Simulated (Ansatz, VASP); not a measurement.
## One calculation of Al, two programs

```xyz
1
Lattice="-1.5435 1.5435 1.6151 1.5435 -1.5435 1.6151 1.5435 1.5435 -1.6151" Properties=species:S:1:pos:R:3 pbc="T T T"
Al    0.0000    0.0000    0.0000
```

Change from the starting cell: strain -0.030 along x and y, +0.015 along z, atoms carried along.

Alike in both runs: task single point; functional PBEsol; k mesh 20 × 20 × 20; occupations gaussian, width 0.15 eV; no spin polarisation.

```csv
,VASP,Ansatz
version,VASP 6.6.1,Ansatz 0.2.0
potentials or method,"VASP PAW PBE potentials, release 64 (Al), cutoff 520 eV","scalar-relativistic, plane waves, PAW"
valence electrons in the cell,3,3
```

Ansatz gave:

| Property | Result |
| --- | --- |
| gap on the k mesh at the Fermi level (eV) | none |
| pressure (GPa) | 6.3 |
| traceless stress, the component that is largest in VASP (GPa) | 1.54 |

Q: Estimate VASP's values.

A: gap on the k mesh at the Fermi level (eV): none; pressure (GPa): 6.4; traceless stress, the component that is largest in VASP (GPa): 1.54.

VASP's potentials were made for PBE, not for PBEsol. A gap of «none» marks a metal or a gap that the smearing closes. With one functional, cell and mesh, what is left measures potentials, basis and numerics.
